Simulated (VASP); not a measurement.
# KBr (Immm) in VASP: further runs

The runs below take KBr through single point, with LDA.

Program: VASP 6.6.1. These are calculated values, not measurements. Logs are shortened: lines on timing, memory, paths and dates and some standing lists are left out, and cuts for length are marked.

## (1) The cell of the first run

Symmetry: Immm, No. 71, orthorhombic system. Conventional cell: a = 4.540 Å, b = 4.773 Å, c = 6.585 Å, α = 90.00°, β = 90.00°, γ = 90.00°. K (site symmetry mmm) has 6 Br at 3.29 Å within 4.3 Å. Within 4.3 Å of Br (site symmetry mmm) lie 6 K at 3.29 Å.

## (2) Single point, LDA (strain -0.0500 x Voigt [0, 0, 0, 0, 1, 0])

INCAR

```
PREC = Accurate
ENCUT = 520
EDIFF = 1E-6
ISMEAR = 0
SIGMA = 0.05
LREAL = False
LASPH = True
NELM = 100
ALGO = Normal
ISIF = 2
LWAVE = False
LCHARG = False
GGA = CA
NBANDS = 15
```

KPOINTS

```
regular mesh
0
Gamma
  6 6 6
```

POSCAR

```
KBr
1.0
   -0.0823125000      3.2925000000      3.2925000000
    3.2101875000      0.0000000000      3.2101875000
    3.2925000000      3.2925000000     -0.0823125000
K Br
1 1
Direct
    0.0000000000      0.0000000000      0.0000000000
    0.5000000000      0.5000000000      0.5000000000
```

Potentials or basis: VASP PAW LDA potentials, release 64 (K_sv, Br).

The run is started by

```
$ cat potpaw_LDA.64/K_sv/POTCAR potpaw_LDA.64/Br/POTCAR > POTCAR
$ mpirun -np 1 vasp_std > vasp.out
```

OUTCAR:

```text
PREC = Accurate
   ENCUT = 520
   EDIFF = 1E-6
   ISMEAR = 0
   LREAL = False
   LASPH = True
   NELM = 100
   ISIF = 2
   GGA = CA

 ion  position               nearest neighbor table
   1  0.000  0.000  0.000-   2 3.29   2 3.29   2 3.29   2 3.29   2 3.29   2 3.29
   2  0.500  0.500  0.500-   1 3.29   1 3.29   1 3.29   1 3.29   1 3.29   1 3.29

  LATTYP: Found a body centered orthorhombic cell.
 ALAT       =     4.5398907003
 B/A-ratio  =     1.0512820513
 C/A-ratio  =     1.4504754486

  Lattice vectors:

 A1 = (   3.2925000000,  -3.2925000000,  -0.0823125000)
 A2 = (  -3.2925000000,  -3.2925000000,   0.0823125000)
 A3 = (   0.0823125000,   3.2925000000,  -3.2925000000)

Analysis of symmetry for initial positions (statically):
=====================================================================
 Subroutine PRICEL returns:
 Original cell was already a primitive cell.

 Routine SETGRP: Setting up the symmetry group for a
 body centered orthorhombic supercell.

 Subroutine GETGRP returns: Found  8 space group operations
 (whereof  8 operations were pure point group operations)
 out of a pool of  8 trial point group operations.

The static configuration has the point symmetry D_2h.

Analysis of symmetry for dynamics (positions and initial velocities):
=====================================================================
 Subroutine PRICEL returns:
 Original cell was already a primitive cell.

 Routine SETGRP: Setting up the symmetry group for a
 body centered orthorhombic supercell.

 Subroutine GETGRP returns: Found  8 space group operations
 (whereof  8 operations were pure point group operations)
 out of a pool of  8 trial point group operations.

The dynamic configuration has the point symmetry D_2h.

 Subroutine INISYM returns: Found  8 space group operations
 (whereof  8 operations are pure point group operations),
 and found     1 'primitive' translations

----------------------------------------------------------------------------------------

                                     Primitive cell

  volume of cell :      71.3404

  direct lattice vectors                    reciprocal lattice vectors
    -0.082312500  3.292500000  3.292500000    -0.148156379  0.151860289  0.148156379
     3.210187500  0.000000000  3.210187500     0.155754142 -0.151860289  0.155754142
     3.292500000  3.292500000 -0.082312500     0.148156379  0.151860289 -0.148156379

  length of vectors
     4.657025644  4.539890700  4.657025644     0.258770502  0.267544861  0.258770502

  position of ions in fractional coordinates (direct lattice)
     0.000000000  0.000000000  0.000000000
[... 85 lines left out ...]
   ISYM   =      2    0-nonsym 1-usesym 2-fastsym
   POTIM  = 0.5000    time-step for ionic-motion
   TEBEG  =    0.0;   TEEND  =   0.0 temperature during run
   PSTRESS=    0.0 pullay stress
   NELECT =      16.0000    total number of electrons
   NUPDOWN=      -1.0000    fix difference up-down
   EMIN   =  10.00;   EMAX   =-10.00  energy-range for DOS
   EFERMI =   0.00;   METHOD = LEGACY
   ISMEAR =     0;   SIGMA  =   0.05  broadening in eV -4-tet -1-fermi 0-gaus
   EFERMI_NEDOS =   21; number of points for ismear=-14 and -15
   IALGO  =     38    algorithm
   IMIX   =      4    mixing-type and parameters
     AMIX     =   0.40;   BMIX     =  1.00
     AMIX_MAG =   1.60;   BMIX_MAG =  1.00
  volume/ion in A,a.u.               =      35.67       240.71
  Fermi-wavevector in a.u.,A,eV,Ry     =   0.994648  1.879613 13.460587  0.989325
  Thomas-Fermi vector in A             =   2.126614
   LORBIT       =      0    0 simple, 1 ext, 2 COOP (PROOUT), +10 PAW based schemes
   GGA     = CA    functional components
   LHFCALC =     F    Hartree Fock is set to
   AEXX    =    0.0000 exact exchange contribution
   IVDW    =     0    specifies the selected vdW correction
   LEPSILON=     F    determine dielectric tensor
   LRPA    =     F    only Hartree local field effects (RPA)
 non-spin polarized calculation
 Gauss-broadening in eV      SIGMA  =   0.05
  energy-cutoff  :      520.00
  volume of cell :       71.34
 maximum number of plane-waves:      1945
 NGX is ok and might be reduce to    36
   NGX = 17   NGY = 17   NGZ = 17

 number of electron      16.0000001 magnetization

 Free energy of the ion-electron system (eV)
  ---------------------------------------------------
  ext. energy  EPLUGINS =         0.00000000
  ---------------------------------------------------
  free energy    TOTEN  =        -6.79932057 eV

  energy without entropy =       -6.79932057  energy(sigma->0) =       -6.79932057

 E-fermi :  -1.5901     XC(G=0):  -7.9166

 val. band max:       -1.8193626907   @ k =   0.0000   0.0000   0.0000
 cond. band min:       2.1700704971   @ k =   0.0000   0.0000   0.0000
 fundamental gap:      3.9894331878
 Fermi energy:        -1.5900901310

 k-point     1 :       0.0000    0.0000    0.0000
  band No.  band energies     occupation
      1     -29.2810      2.00000
      2     -14.2127      2.00000
      3     -12.9966      2.00000
      4     -12.9961      2.00000
      5     -12.9950      2.00000
      6      -1.9322      2.00000
      7      -1.8825      2.00000
      8      -1.8194      2.00000
      9       2.1701      0.00000
     10       5.2652      0.00000
     11       5.4699      0.00000
     12       5.6739      0.00000
     13       6.3448      0.00000
     14       6.3591      0.00000
[... 401 lines left out ...]
      2     -14.3328      2.00000
      3     -13.0289      2.00000
      4     -13.0041      2.00000
      5     -12.8025      2.00000
      6      -2.9427      2.00000
      7      -2.2953      2.00000
      8      -2.1431      2.00000
      9       4.5311      0.00000
     10       5.5632      0.00000
     11       6.9075      0.00000
     12       7.0694      0.00000
     13       7.3180      0.00000
     14       8.6622      0.00000
     15       8.8404      0.00000

 [... further k-points ...]
[... 5 lines left out ...]
  --------------------------------------------------------------------------------------
  -------------------------------------------------------------------------------------
  Total       -0.6779657     -0.6846334     -0.6779657      0.0000000      0.0000000      0.1265226
  in kB      -15.2258834    -15.3756267    -15.2258834      0.0000000      0.0000000      2.8414683
  external PRESSURE =     -15.2757978 kB  Pullay stress =       0.0000000 kB

 VOLUME and BASIS-vectors are now :
 -----------------------------------------------------------------------------
  energy-cutoff  :      520.00
  volume of cell :       71.34
      direct lattice vectors                 reciprocal lattice vectors
    -0.082312500  3.292500000  3.292500000    -0.148156379  0.151860289  0.148156379
     3.210187500  0.000000000  3.210187500     0.155754142 -0.151860289  0.155754142
     3.292500000  3.292500000 -0.082312500     0.148156379  0.151860289 -0.148156379

 POSITION                                       TOTAL-FORCE (eV/Angst)
 -----------------------------------------------------------------------------------
      0.00000      0.00000      0.00000         0.000000      0.000000      0.000000
      3.21019      3.29250      3.21019         0.000000      0.000000     -0.000000
 -----------------------------------------------------------------------------------
    total drift:                                0.000000      0.000000      0.000000

  FREE ENERGIE OF THE ION-ELECTRON SYSTEM (eV)
  ---------------------------------------------------
  free  energy   TOTEN  =        -6.7993205717 eV

  energy  without entropy=       -6.7993205717  energy(sigma->0) =       -6.79932057
```

Run time: 17 s. Hardware: 1 thread of Intel Xeon 6975P-C (Granite Rapids), shared host; peak memory 0.19 GiB.

What came out:

```
Free energy            : -6.7993 eV
Pressure               : -1.5 GPa
Band gap on the k mesh : 3.99 eV, direct
```

Caveat: the cell differs from its parent crystal (strain -0.0500 x Voigt [0, 0, 0, 0, 1, 0]).

## (3) Single point, LDA (strain +0.0250 x Voigt [0, 0, 0, 0, 1, 0])

INCAR

```
SYSTEM = KBr
ALGO     = Normal         ! electronic algorithm
EDIFF    = 1E-7           ! SCF threshold, eV
ENCUT    = 520            ! plane-wave cutoff, eV
GGA      = CA             ! functional
ISIF     = 2              ! what is computed and relaxed
ISMEAR   = 0              ! smearing method
LASPH    = .TRUE.         ! aspherical terms in the spheres
LCHARG   = .FALSE.        ! write CHGCAR
LREAL    = .FALSE.        ! projectors in reciprocal space
LWAVE    = .FALSE.        ! write WAVECAR
NBANDS   = 15             ! bands
NELM     = 80             ! most SCF steps
PREC     = Accurate       ! precision mode
SIGMA    = 0.05           ! smearing width, eV
```

KPOINTS

```
k-points
0
G
  6 6 6
  0 0 0
```

POSCAR

```
KBr
1.0
    0.0411562500      3.2925000000      3.2925000000
    3.3336562500      0.0000000000      3.3336562500
    3.2925000000      3.2925000000      0.0411562500
K Br
1 1
Direct
    0.0000000000      0.0000000000      0.0000000000
    0.5000000000      0.5000000000      0.5000000000
```

Potentials or basis: VASP PAW LDA potentials, release 64 (K_sv, Br).

The run is started by

```
$ cat potpaw_LDA.64/K_sv/POTCAR potpaw_LDA.64/Br/POTCAR > POTCAR
$ mpirun -np 1 vasp_std > vasp.out
```

It took 19 s on 1 thread of Intel Xeon 6975P-C (Granite Rapids), shared host; peak memory 0.19 GiB.

It converged, with:

```
Free energy            : -6.8014 eV
Pressure               : -1.5 GPa
Band gap on the k mesh : 4.03 eV, direct
```

Stress tensor (GPa, compression positive):
```
-1.51  0.00 -0.14
 0.00 -1.51  0.00
-0.14  0.00 -1.51
```

Levels at points of the mesh, in eV from the valence-band top:
```csv
k point,band 4,band 5,band 6,band 7,band 8,band 9,band 10,band 11,band 12,band 13
"(0.00, 0.00, 0.00)",-11.14,-11.14,-0.06,-0.03,0.00,4.03,7.22,7.32,7.42,8.20
"(0.50, 0.00, 0.00)",-11.15,-10.91,-1.29,-0.42,-0.39,6.23,7.96,9.48,9.61,9.71
"(0.00, 0.50, 0.00)",-11.14,-10.90,-1.30,-0.38,-0.35,6.24,7.88,9.43,9.55,9.80
"(0.50, 0.50, 0.00)",-11.18,-11.18,-0.89,-0.33,-0.33,5.52,6.85,9.15,9.17,9.45
"(0.50, 0.00, 0.50)",-11.18,-11.18,-0.89,-0.37,-0.29,5.52,6.86,9.15,9.18,9.45
```

Caveat: the cell differs from its parent crystal (strain +0.0250 x Voigt [0, 0, 0, 0, 1, 0]).

## (4) Single point, LDA (strain +0.0375 x Voigt [0, 0, 0, 0, 1, 0])

INCAR

```
ALGO = Normal ; EDIFF = 1E-6
ENCUT = 520 ; ISIF = 2
ISMEAR = 0 ; LASPH = True
LCHARG = True ; LELF = True
LREAL = False ; LVHAR = True
LWAVE = False ; NBANDS = 15
NELM = 60 ; PREC = Accurate
SIGMA = 0.05
```

KPOINTS

```
k-points
0
Gamma
  6 6 6
```

POSCAR

```
KBr
1.0
    0.0617343750      3.2925000000      3.2925000000
    3.3542343750      0.0000000000      3.3542343750
    3.2925000000      3.2925000000      0.0617343750
K Br
1 1
Direct
    0.0000000000      0.0000000000      0.0000000000
    0.5000000000      0.5000000000      0.5000000000
```

The run is started by

```
$ cat potpaw_LDA.64/K_sv/POTCAR potpaw_LDA.64/Br/POTCAR > POTCAR
$ mpirun -np 1 vasp_std > vasp.out
```

Run time: 18 s. Hardware: 1 thread of Intel Xeon 6975P-C (Granite Rapids), shared host; peak memory 0.2 GiB.

Results (log left out):

```yaml
Free_energy: -6.8005 eV
Pressure: -1.5 GPa
Band_gap_on_the_k_mesh: 4.01 eV, direct
```

Stress tensor (GPa, compression positive):
```
-1.52  0.00 -0.21
 0.00 -1.53  0.00
-0.21  0.00 -1.52
```

Levels at points of the mesh, in eV from the valence-band top:
| k point | band 4 | band 5 | band 6 | band 7 | band 8 | band 9 | band 10 | band 11 | band 12 | band 13 |
| --- | --- | --- | --- | --- | --- | --- | --- | --- | --- | --- |
| (0.00, 0.00, 0.00) | -11.16 | -11.16 | -0.08 | -0.05 | 0.00 | 4.01 | 7.15 | 7.30 | 7.46 | 8.18 |
| (0.50, 0.00, 0.00) | -11.16 | -10.94 | -1.30 | -0.46 | -0.41 | 6.21 | 7.96 | 9.44 | 9.64 | 9.64 |
| (0.00, 0.50, 0.00) | -11.16 | -10.92 | -1.32 | -0.40 | -0.34 | 6.22 | 7.84 | 9.37 | 9.56 | 9.77 |
| (0.50, 0.50, 0.00) | -11.20 | -11.20 | -0.91 | -0.35 | -0.34 | 5.50 | 6.83 | 9.13 | 9.15 | 9.42 |
| (0.50, 0.00, 0.50) | -11.20 | -11.20 | -0.91 | -0.40 | -0.28 | 5.50 | 6.85 | 9.14 | 9.17 | 9.44 |

Caveat: the cell differs from its parent crystal (strain +0.0375 x Voigt [0, 0, 0, 0, 1, 0]).

## (5) Single point, LDA (strain +0.0125 x Voigt [0, 0, 0, 0, 1, 0])

INCAR

```
ALGO = Normal
EDIFF = 1E-6
ENCUT = 520
GGA = CA
ISIF = 2
ISMEAR = 0
LASPH = True
LCHARG = False
LREAL = False
LWAVE = False
NBANDS = 15
NELM = 60
PREC = Accurate
SIGMA = 0.05
```

KPOINTS is that of step 4.

POSCAR

```
KBr
1.0
    0.0205781250      3.2925000000      3.2925000000
    3.3130781250      0.0000000000      3.3130781250
    3.2925000000      3.2925000000      0.0205781250
K Br
1 1
Direct
    0.0000000000      0.0000000000      0.0000000000
    0.5000000000      0.5000000000      0.5000000000
```

The run is started by

```
$ cat potpaw_LDA.64/K_sv/POTCAR potpaw_LDA.64/Br/POTCAR > POTCAR
$ mpirun -np 1 vasp_std > vasp.out
```

Wall time 15 s (1 thread of Intel Xeon 6975P-C (Granite Rapids), shared host); peak memory 0.19 GiB.

Results (log left out):

| Item | Value |
| --- | --- |
| Free energy | -6.8019 eV |
| Pressure | -1.5 GPa |
| Band gap on the k mesh | 4.04 eV, direct |

Stress tensor (GPa, compression positive):
```
-1.52  0.00 -0.07
 0.00 -1.53  0.00
-0.07  0.00 -1.52
```

Levels at points of the mesh, in eV from the valence-band top:
| k point | band 4 | band 5 | band 6 | band 7 | band 8 | band 9 | band 10 | band 11 | band 12 | band 13 |
| --- | --- | --- | --- | --- | --- | --- | --- | --- | --- | --- |
| (0.00, 0.00, 0.00) | -11.12 | -11.12 | -0.03 | -0.01 | 0.00 | 4.04 | 7.28 | 7.33 | 7.38 | 8.21 |
| (0.50, 0.00, 0.00) | -11.13 | -10.90 | -1.28 | -0.39 | -0.37 | 6.24 | 7.96 | 9.51 | 9.58 | 9.78 |
| (0.00, 0.50, 0.00) | -11.13 | -10.89 | -1.28 | -0.37 | -0.35 | 6.25 | 7.92 | 9.48 | 9.55 | 9.82 |
| (0.50, 0.50, 0.00) | -11.17 | -11.17 | -0.88 | -0.31 | -0.31 | 5.53 | 6.87 | 9.17 | 9.19 | 9.47 |
| (0.50, 0.00, 0.50) | -11.17 | -11.16 | -0.88 | -0.33 | -0.29 | 5.53 | 6.87 | 9.17 | 9.19 | 9.47 |

Caveat: the cell differs from its parent crystal (strain +0.0125 x Voigt [0, 0, 0, 0, 1, 0]).

## (6) Overview

```tsv
cell	gap on the mesh (eV)	pressure (GPa)
a = 4.657, b = 4.540 Å, angles 60.8, 61.7, 60.8°, 2 atoms	3.99	-1.5
a = 4.656, b = 4.715 Å, angles 59.6, 59.2, 59.6°, 2 atoms	4.03	-1.5
a = 4.657, b = 4.744 Å, angles 59.4, 58.8, 59.4°, 2 atoms	4.01	-1.5
a = 4.656, b = 4.685 Å, angles 59.8, 59.6, 59.8°, 2 atoms	4.04	-1.5
```

Alike in all rows: task single point; level LDA; potentials or basis VASP PAW LDA potentials, release 64 (K_sv, Br); no spin polarisation; k mesh 6 × 6 × 6; cutoff (eV) 520; smearing gaussian 0.05 eV.

Absolute energies hang on the potentials; compare differences alone.
